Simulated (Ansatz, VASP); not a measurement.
# Two plane-wave programs on BaTiO3

The input INCAR:

```
  PREC = Accurate
  ENCUT = 520
  EDIFF = 1E-7
  ISMEAR = -1
  SIGMA = 0.05
  LREAL = False
  LASPH = True
  NELM = 80
  ALGO = Normal
  ISIF = 2
  LWAVE = False
  LCHARG = False
  GGA = PE
  NBANDS = 28
```

The input KPOINTS:

```
Automatic mesh
0
Gamma
  7 7 7
```

The input POSCAR:

```
BaTiO3
1.0
    4.0060000000      0.0000000000      0.0000000000
    0.0000000000      4.0060000000      0.0000000000
    0.0000000000      0.0000000000      4.0060000000
Ba Ti O
1 1 3
Direct
    0.5000000000      0.5000000000      0.5000000000
    0.0000000000      0.0000000000      0.0000000000
    0.0000000000      0.0000000000      0.5000000000
    0.0000000000      0.5000000000      0.0000000000
    0.5000000000      0.0000000000      0.0000000000
```

input.yaml

```yaml
crystal:
  lattice:
    - [4.006, 0.0, 0.0]
    - [0.0, 4.006, 0.0]
    - [0.0, 0.0, 4.006]
  atoms:
    - { symbol: Ba, position: [0.5, 0.5, 0.5] }
    - { symbol: Ti, position: [0.0, 0.0, 0.0] }
    - { symbol: O, position: [0.0, 0.0, 0.5] }
    - { symbol: O, position: [0.0, 0.5, 0.0] }
    - { symbol: O, position: [0.5, 0.0, 0.0] }
hamiltonian:
  xc: pbe
  pseudopotentials: { kind: paw, azcp: { folder: soft_1 } }
kpoints:
  mp_grid: { grid: [7, 7, 7] }
scf:
  occupations: { method: fermi_dirac, width: 0.05 }
output:
  forces: true
  stress: true
  eigenvalues: true
  write_density: true
  write_potential: true
  elf: true
  volumetric_format: npy
```

Alike in both runs: task single point; functional PBE; k mesh 7 × 7 × 7; occupations fermi-dirac, width 0.05 eV; no spin polarisation.

|  | VASP | Ansatz |
| --- | --- | --- |
| version | VASP 6.6.1 | Ansatz 0.2.0 |
| potentials or method | VASP PAW PBE potentials, release 64 (Ba_sv, Ti_sv, O) | Ansatz PAW soft_1 |
| plane-wave cutoff (eV) | 520 | 420 |
| valence electrons in the cell | 40 | 40 |

|  | VASP | Ansatz | Ansatz less VASP |
| --- | --- | --- | --- |
| gap on the k mesh at the Fermi level (eV) | 1.80 | 1.87 | +0.070 |
| least direct gap on the mesh (eV) | 1.89 | 1.91 | +0.024 |
| pressure (GPa) | 3.4 | 1.7 | -1.75 |

With one functional, cell and mesh, what is left measures potentials, basis and numerics.

Spin-orbit coupling is off throughout. Noted on Ansatz's run: odd divisions of the mesh miss points on the zone boundary, where band edges often lie, so the gap on the mesh can be too wide.
